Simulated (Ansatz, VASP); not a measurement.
## ZrO2 in VASP and in Ansatz

```
CELL_PARAMETERS angstrom
0.00000 2.56991 2.56991
2.56991 0.00000 2.56991
2.56991 2.56991 0.00000
ATOMIC_POSITIONS crystal
Zr 0.00000 0.00000 0.00000
O 0.25000 0.25000 0.25000
O 0.75000 0.75000 0.75000
```

Alike in both runs: task single point; functional r2SCAN; k mesh 8 × 8 × 8; no spin polarisation.

|  | VASP | Ansatz |
| --- | --- | --- |
| version | VASP 6.6.1 | Ansatz 0.2.0 |
| potentials or method | VASP PAW PBE potentials, release 64 (Zr_sv, O) | plane waves, PAW |
| plane-wave cutoff (eV) | 660 | 500 |
| occupations | gaussian, width 0.01 eV | fixed |
| valence electrons in the cell | 24 | 24 |

|  | VASP | Ansatz | Ansatz less VASP |
| --- | --- | --- | --- |
| gap on the k mesh at the Fermi level (eV) | 3.78 | 3.79 | +0.011 |
| pressure (GPa) | -7.2 | -7.2 | +0.02 |

VASP's potentials were made for PBE, not for r2SCAN.
